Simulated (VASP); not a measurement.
**KSrBr3: single point with PBE**

Crystal: KSrBr3.

```
K Sr Br
1.0
     6.08650    0.00000    0.00000
     0.00000    6.08650    0.00000
     0.00000    0.00000    6.08650
K Sr Br
1 1 3
Direct
  0.00000 0.00000 0.00000
  0.50000 0.50000 0.50000
  0.50000 0.50000 0.00000
  0.50000 0.00000 0.50000
  0.00000 0.50000 0.50000
```

This cell differs from its parent crystal: strain +2.5%.

| Property | Result |
| --- | --- |
| Program | VASP 6.6.1 |
| Task | single point |
| Functional | PBE |
| Potentials or basis | VASP PAW PBE potentials, release 64 (K_sv, Sr_sv, Br) |
| Cutoff | 520 eV |
| k mesh | 4 × 4 × 4 |
| Occupations | fermi-dirac, width 0.02 eV |
| Spin | no spin polarisation |

```
Pressure               : -0.7 GPa
Band gap on the k mesh : 3.65 eV, indirect (least direct gap 3.90 eV)
```

Levels at points of the mesh, in eV from the valence-band top:
```csv
k point,band 17,band 18,band 19,band 20,band 21,band 22,band 23,band 24
"(0.00, 0.00, 0.00)",-0.40,-0.25,-0.25,-0.25,3.65,5.25,5.25,5.25
"(0.50, 0.00, 0.00)",-0.65,-0.48,-0.31,-0.31,5.18,5.28,5.41,6.26
"(0.50, 0.50, 0.00)",-0.65,-0.63,-0.63,-0.01,5.72,6.33,6.36,6.36
"(0.50, 0.50, 0.50)",-1.24,0.00,0.00,0.00,5.00,6.32,6.32,6.32
```

It took 55 s on 1 thread of Intel(R) Xeon(R) Platinum 8259CL CPU @ 2.50GHz (Skylake/Cascade Lake), on a shared host, peak memory 0.35 GiB.

Caveat: the cell differs from its parent crystal (strain +2.5%). A k mesh can miss the band edges.
